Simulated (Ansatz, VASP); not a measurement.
Ga in VASP and in Ansatz

Contents of INCAR:

```
ALGO = Normal ; EDIFF = 1E-7
ENCUT = 520 ; GGA = PE
ISIF = 2 ; ISMEAR = -1
LASPH = T ; LCHARG = T
LELF = T ; LREAL = F
LVHAR = T ; LWAVE = F
NBANDS = 12 ; NELM = 80
PREC = Accurate ; SIGMA = 0.05
```

The input KPOINTS:

```
k-points
0
Gamma
  14 14 16
```

Contents of POSCAR:

```
Ga
1.0
   -1.4403300000      1.3957500000      2.2290000000
    1.3957500000     -1.4403300000      2.2290000000
    1.4122500000      1.4122500000     -2.2570800000
Ga
1
Direct
    0.0000000000      0.0000000000      0.0000000000
```

Input for Ansatz:

```yaml
crystal:
  lattice:
    - [-1.44033, 1.39575, 2.229]
    - [1.39575, -1.44033, 2.229]
    - [1.41225, 1.41225, -2.25708]
  atoms:
    - { symbol: Ga, position: [0.0, 0.0, 0.0] }
kpoints:
  mp_grid: { grid: [14, 14, 16] }
  band_path:
    path:
      - [0.0, 0.0, 0.0]
      - [0.5, 0.5, -0.5]
      - [0.1921238373, 0.8078761627, -0.5]
      - [-0.1921238373, 0.1921238373, 0.5]
      - [0.0, 0.0, 0.5]
      - [0.0, 0.0, 0.0]
      - [-0.5, 0.5, 0.0]
      - [0.0, 0.5, 0.0]
      - [0.0, 0.0, 0.0]
    npoints: 5
scf:
  occupations: { method: fermi_dirac, width: 0.05 }
hamiltonian:
  xc: pbe
  pseudopotentials: { kind: all_electron, lapw: { basis_error: 0.00025 } }
output:
  forces: true
  stress: true
  eigenvalues: true
```

Change from the starting cell: equal xy, yz and zx shear strains of -2 %.

Alike in both runs: task single point; functional PBE; k mesh 14 × 14 × 16; occupations fermi-dirac, width 0.05 eV; no spin polarisation.

|  | VASP | Ansatz |
| --- | --- | --- |
| version | VASP 6.6.1 | Ansatz 0.2.0 |
| potentials or method | VASP PAW PBE potentials, release 64 (Ga_d), cutoff 520 eV | all-electron LAPW, scalar-relativistic |

|  | VASP | Ansatz | Ansatz less VASP |
| --- | --- | --- | --- |
| pressure (GPa) | 4.5 | 4.4 | -0.08 |
| traceless stress, the component that is largest in VASP (GPa) | -0.58 | -0.56 | +0.024 |

Ansatz ran all-electron here, and VASP with PAW potentials.
